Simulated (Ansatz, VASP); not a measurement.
# Two plane-wave programs on Ta2C

Contents of INCAR:

```
PREC = Accurate ; ENCUT = 520
EDIFF = 1E-6 ; ISMEAR = 0
SIGMA = 0.1 ; LREAL = False
LASPH = True ; NELM = 100
ALGO = Normal ; ISIF = 2
LWAVE = False ; LCHARG = False
GGA = PS ; NBANDS = 20
```

File KPOINTS:

```
regular mesh
0
Gamma
  15 15 8
```

The input POSCAR:

```
Ta2C
1.0
    3.2312238301      0.0000000000      0.0000000000
   -1.6156119150      2.7983219222      0.0000000000
    0.0000000000      0.0000000000      5.0717912400
Ta C
2 1
Direct
    0.3333333333      0.6666666667      0.1901091796
    0.6666666667      0.3333333333      0.8098908204
    0.0000000000      0.0000000000      0.0000000000
```

Input for Ansatz:

```yaml
crystal:
  lattice:
    - [3.2312238301, 0.0, 0.0]
    - [-1.615611915, 2.7983219222, 0.0]
    - [0.0, 0.0, 5.07179124]
  atoms:
    - { symbol: Ta, position: [0.3333333333, 0.6666666667, 0.1901091796] }
    - { symbol: Ta, position: [0.6666666667, 0.3333333333, 0.8098908204] }
    - { symbol: C, position: [0.0, 0.0, 0.0] }
basis:
  ecutwfc: 420
kpoints:
  mp_grid: { grid: [15, 15, 8] }
hamiltonian:
  xc: pbesol
scf:
  occupations: { method: gaussian, width: 0.1 }
output:
  forces: true
  stress: true
  eigenvalues: true
  write_density: true
  write_potential: true
  elf: true
  volumetric_format: npy
```

Alike in both runs: task single point; functional PBEsol; k mesh 15 × 15 × 8; occupations gaussian, width 0.1 eV; no spin polarisation.

|  | VASP | Ansatz |
| --- | --- | --- |
| version | VASP 6.6.1 | Ansatz 0.2.0 |
| potentials or method | VASP PAW PBE potentials, release 64 (Ta_pv, C), cutoff 520 eV | scalar-relativistic, plane waves, PAW |
| valence electrons in the cell | 26 | 30 |

```tsv
	VASP	Ansatz	Ansatz less VASP
gap on the k mesh at the Fermi level (eV)	none	none	-
pressure (GPa)	12.5	11.8	-0.72
traceless stress, the component that is largest in VASP (GPa)	-0.94	-0.77	+0.169
rms of the force components (eV/Å)	2.417	2.387	-0.0296
```

VASP's potentials were made for PBE, not for PBEsol. Atom by atom the forces differ by 0.030 eV/Å (rms over components). A gap of «none» marks a metal or a gap that the smearing closes. VASP's potentials hold 26 valence electrons a cell and Ansatz's 30, so a difference there can come from the potentials and not from the codes.

Spin-orbit coupling is off throughout.
